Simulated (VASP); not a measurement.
# MgO in VASP: a series of runs, part 2 of 2

VASP 6.6.1. The steps go on from the part before.

### Step 3. Single point, PBEsol

Contents of INCAR:

```
PREC = Accurate
ENCUT = 520
EDIFF = 1E-7
ISMEAR = 0
SIGMA = 0.05
LREAL = F
LASPH = T
NELM = 60
ALGO = Normal
ISIF = 2
LWAVE = F
LCHARG = T
LDIPOL = T
IDIPOL = 3
DIPOL = 0.5 0.5 0.500
GGA = PS
LELF = T
LVHAR = T
LVACPOTAV = T
NBANDS = 41
```

Contents of KPOINTS:

```
regular mesh
0
Gamma
  9 9 1
```

Contents of POSCAR:

```
MgO
1.0
    2.9799311108      0.0000000000      0.0000000000
    0.0000000000      2.9799311108      0.0000000000
    0.0000000000      0.0000000000     27.6427769756
Mg O
7 7
Direct
    0.5000000000      0.5000000000      0.2721254040
    0.0000000000      0.0000000000      0.3473690943
    0.5000000000      0.5000000000      0.4238040330
    0.0000000000      0.0000000000      0.5000000001
    0.5000000000      0.5000000000      0.5761959674
    0.0000000000      0.0000000000      0.6526309064
    0.5000000000      0.5000000000      0.7278745965
    0.0000000000      0.0000000000      0.2704441061
    0.5000000000      0.5000000000      0.3477085836
    0.0000000000      0.0000000000      0.4237516342
    0.5000000000      0.5000000000      0.4999999992
    0.0000000000      0.0000000000      0.5762483637
    0.5000000000      0.5000000000      0.6522914155
    0.0000000000      0.0000000000      0.7295558961
```

Potentials or basis: VASP PAW PBE potentials, release 64 (Mg, O).

On the command line:

```
> cat potpaw_PBE.64/Mg/POTCAR potpaw_PBE.64/O/POTCAR > POTCAR
> mpirun -np 1 vasp_std > vasp.out
```

OUTCAR:

```text
PREC = Accurate
   ENCUT = 520
   EDIFF = 1E-7
   ISMEAR = 0
   LREAL = F
   LASPH = T
   NELM = 60
   ISIF = 2
   GGA = PS

 ion  position               nearest neighbor table
   1  0.500  0.500  0.272-   9 2.09   8 2.11   8 2.11   8 2.11   8 2.11   2 2.96   2 2.96   2 2.96
                             2 2.96
   2  0.000  0.000  0.347-   9 2.11   9 2.11   9 2.11   9 2.11  10 2.11   8 2.13   1 2.96   1 2.96
                             1 2.96   1 2.96   3 2.98   3 2.98   3 2.98   3 2.98
   3  0.500  0.500  0.424-   9 2.10  11 2.11  10 2.11  10 2.11  10 2.11  10 2.11   4 2.98   4 2.98
                             4 2.98   4 2.98   2 2.98   2 2.98   2 2.98   2 2.98
   4  0.000  0.000  0.500-  11 2.11  11 2.11  11 2.11  11 2.11  12 2.11  10 2.11   3 2.98   3 2.98
                             3 2.98   3 2.98   5 2.98   5 2.98   5 2.98   5 2.98
   5  0.500  0.500  0.576-  13 2.10  11 2.11  12 2.11  12 2.11  12 2.11  12 2.11   4 2.98   4 2.98
                             4 2.98   4 2.98   6 2.98   6 2.98   6 2.98   6 2.98
   6  0.000  0.000  0.653-  13 2.11  13 2.11  13 2.11  13 2.11  12 2.11  14 2.13   7 2.96   7 2.96
                             7 2.96   7 2.96   5 2.98   5 2.98   5 2.98   5 2.98
   7  0.500  0.500  0.728-  13 2.09  14 2.11  14 2.11  14 2.11  14 2.11   6 2.96   6 2.96   6 2.96
                             6 2.96
   8  0.000  0.000  0.270-   1 2.11   1 2.11   1 2.11   1 2.11   2 2.13
   9  0.500  0.500  0.348-   1 2.09   3 2.10   2 2.11   2 2.11   2 2.11   2 2.11
  10  0.000  0.000  0.424-   3 2.11   3 2.11   3 2.11   3 2.11   4 2.11   2 2.11
  11  0.500  0.500  0.500-   3 2.11   5 2.11   4 2.11   4 2.11   4 2.11   4 2.11
  12  0.000  0.000  0.576-   5 2.11   5 2.11   5 2.11   5 2.11   4 2.11   6 2.11
  13  0.500  0.500  0.652-   7 2.09   5 2.10   6 2.11   6 2.11   6 2.11   6 2.11
  14  0.000  0.000  0.730-   7 2.11   7 2.11   7 2.11   7 2.11   6 2.13

  LATTYP: Found a simple tetragonal cell.
 ALAT       =     2.9799311108
 C/A-ratio  =     9.2763140985

  Lattice vectors:

 A1 = (   2.9799311108,   0.0000000000,   0.0000000000)
 A2 = (   0.0000000000,   2.9799311108,   0.0000000000)
 A3 = (   0.0000000000,   0.0000000000,  27.6427769756)

Analysis of symmetry for initial positions (statically):
[... 187 lines left out ...]
  ---------------------------------------------------
  free energy    TOTEN  =       -86.44489379 eV

  energy without entropy =      -86.44489379  energy(sigma->0) =      -86.44489379

 E-fermi :  -0.5802     XC(G=0):  -6.5577

 val. band max:       -0.8091942219   @ k =   0.0000   0.0000   0.0000
 cond. band min:       2.9018280575   @ k =   0.0000   0.0000   0.0000
 fundamental gap:      3.7110222794
 Fermi energy:        -0.5801673489

 k-point     1 :       0.0000    0.0000    0.0000
  band No.  band energies     occupation
      1     -17.9183      2.00000
      2     -17.7208      2.00000
      3     -17.4051      2.00000
      4     -17.0251      2.00000
      5     -16.6953      2.00000
      6     -16.4754      2.00000
[... 634 lines left out ...]
     39       9.9623      0.00000
     40      10.0044      0.00000
 [bands above 40 left out]

------------------------ aborting loop because EDIFF is reached ----------------------------------------

  FORCE on cell =-STRESS in cart. coord.  units (eV):
  Direction    XX          YY          ZZ          XY          YZ          ZX
  --------------------------------------------------------------------------------------
  -------------------------------------------------------------------------------------
  Total       -4.1294799     -4.1294799     -0.3617342      0.0000000      0.0000000     -0.0000000
  in kB      -26.9532925    -26.9532925     -2.3610543      0.0000000      0.0000000     -0.0000000
  external PRESSURE =     -18.7558798 kB  Pullay stress =       0.0000000 kB

 VOLUME and BASIS-vectors are now :
 -----------------------------------------------------------------------------
  energy-cutoff  :      520.00
  volume of cell :      245.47
      direct lattice vectors                 reciprocal lattice vectors
     2.979931111  0.000000000  0.000000000     0.335578227  0.000000000  0.000000000
     0.000000000  2.979931111  0.000000000     0.000000000  0.335578227  0.000000000
     0.000000000  0.000000000 27.642776976     0.000000000  0.000000000  0.036175816

 POSITION                                       TOTAL-FORCE (eV/Angst)
 -----------------------------------------------------------------------------------
      1.48997      1.48997      7.52230        -0.000000     -0.000000      0.024714
      0.00000      0.00000      9.60225        -0.000000      0.000000      0.021371
      1.48997      1.48997     11.71512         0.000000     -0.000000      0.000544
      0.00000      0.00000     13.82139         0.000000      0.000000     -0.000000
      1.48997      1.48997     15.92766         0.000000      0.000000     -0.000544
      0.00000      0.00000     18.04053         0.000000     -0.000000     -0.021371
      1.48997      1.48997     20.12048         0.000000     -0.000000     -0.024714
      0.00000      0.00000      7.47583         0.000000     -0.000000     -0.012500
      1.48997      1.48997      9.61163         0.000000      0.000000     -0.018458
      0.00000      0.00000     11.71367         0.000000      0.000000     -0.000741
      1.48997      1.48997     13.82139         0.000000      0.000000     -0.000000
      0.00000      0.00000     15.92911         0.000000      0.000000      0.000741
      1.48997      1.48997     18.03115         0.000000      0.000000      0.018458
      0.00000      0.00000     20.16695         0.000000      0.000000      0.012500
 -----------------------------------------------------------------------------------
    total drift:                                0.000000     -0.000000      0.000069

  FREE ENERGIE OF THE ION-ELECTRON SYSTEM (eV)
  ---------------------------------------------------
  free  energy   TOTEN  =       -86.4448937934 eV

  energy  without entropy=      -86.4448937934  energy(sigma->0) =      -86.44489379

 vacuum level on the upper side and lower side of the slab         4.429         4.429
```

Run time: 4.1 min. Hardware: 1 thread of AMD EPYC 7R13 (Zen 3), shared host; peak memory 0.36 GiB.

What came out:

```yaml
Free_energy: -86.4449 eV
Largest_force: 0.025 eV/Å
Band_gap_on_the_k_mesh: 3.71 eV
```

Forces on the atoms (eV/Å):
```
Mg   0.000  0.000  0.025
Mg   0.000  0.000  0.021
Mg   0.000  0.000  0.001
Mg   0.000  0.000  0.000
Mg   0.000  0.000 -0.001
Mg   0.000  0.000 -0.021
Mg   0.000  0.000 -0.025
O    0.000  0.000 -0.013
O    0.000  0.000 -0.018
O    0.000  0.000 -0.001
O    0.000  0.000  0.000
O    0.000  0.000  0.001
O    0.000  0.000  0.018
O    0.000  0.000  0.013
```

Caveat: the PAW data sets were made with another functional, which shifts forces and pressure a little.
